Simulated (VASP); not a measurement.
A run of VASP 6.6.1 is set up as follows.

Contents of INCAR:

```
SYSTEM = C
PREC     = Accurate       ! precision mode
ENCUT    = 520            ! plane-wave cutoff, eV
EDIFF    = 1E-7           ! SCF threshold, eV
ISMEAR   = 0              ! smearing method
SIGMA    = 0.02           ! smearing width, eV
LREAL    = .False.        ! projectors in reciprocal space
LASPH    = .True.         ! aspherical terms in the spheres
NELM     = 60             ! most SCF steps
ALGO     = Normal         ! electronic algorithm
ISIF     = 2              ! what is computed and relaxed
LWAVE    = .False.        ! write WAVECAR
LCHARG   = .False.        ! write CHGCAR
GGA      = PS             ! functional
NBANDS   = 11             ! bands
```

The input KPOINTS:

```
regular mesh
0
Gamma
  12 12 12
  0 0 0
```

File POSCAR:

```
C
1.0
    0.0000000000      1.7628552320      1.7628552320
    1.7628552320      0.0000000000      1.7628552320
    1.7628552320      1.7628552320      0.0000000000
C
2
Direct
    0.5000000000      0.5000000000      0.5000000000
    0.7500000000      0.7500000000      0.7500000000
```

Potentials or basis: VASP PAW PBE potentials, release 64 (C).

Launch:

```sh
$ cat potpaw_PBE.64/C/POTCAR > POTCAR
$ mpirun -np 1 vasp_std > vasp.out
```

Problem. Predict the band gap on the k mesh.

Solution. 4.12 eV, indirect (least direct gap 5.64 eV).

Problem. Predict the pressure.

Solution. 12.4 GPa.

Caveat: the cell differs from its parent crystal (functional PBEsol, strained); the PAW data sets were made with another functional, which shifts forces and pressure a little. A k mesh can miss the band edges.
